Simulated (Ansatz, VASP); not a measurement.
**Two plane-wave programs on Cu**

```
CELL_PARAMETERS angstrom
2.52059 0.00000 0.00000
-1.26030 2.18290 0.00000
0.00000 0.00000 4.19885
ATOMIC_POSITIONS crystal
Cu 0.33333 0.66667 0.25000
Cu 0.66667 0.33333 0.75000
```

Change from the starting cell: strain along c alone, the other axes held, atoms relaxed: +2.0 %.

Alike in both runs: task single point; functional PBEsol; k mesh 24 × 24 × 12; occupations gaussian, width 0.1 eV; no spin polarisation.

|  | VASP | Ansatz |
| --- | --- | --- |
| version | VASP 6.6.1 | Ansatz 0.2.0 |
| potentials or method | VASP PAW PBE potentials, release 64 (Cu), cutoff 520 eV | scalar-relativistic, plane waves, PAW |
| valence electrons in the cell | 22 | 38 |

```tsv
	VASP	Ansatz	Ansatz less VASP
gap on the k mesh at the Fermi level (eV)	none	none	-
pressure (GPa)	-2.4	-3.1	-0.67
traceless stress, the component that is largest in VASP (GPa)	-2.09	-2.07	+0.021
```

VASP's potentials were made for PBE, not for PBEsol. A gap of «none» marks a metal or a gap that the smearing closes. With one functional, cell and mesh, what is left measures potentials, basis and numerics. VASP's potentials hold 22 valence electrons a cell and Ansatz's 38, so a difference there can come from the potentials and not from the codes.
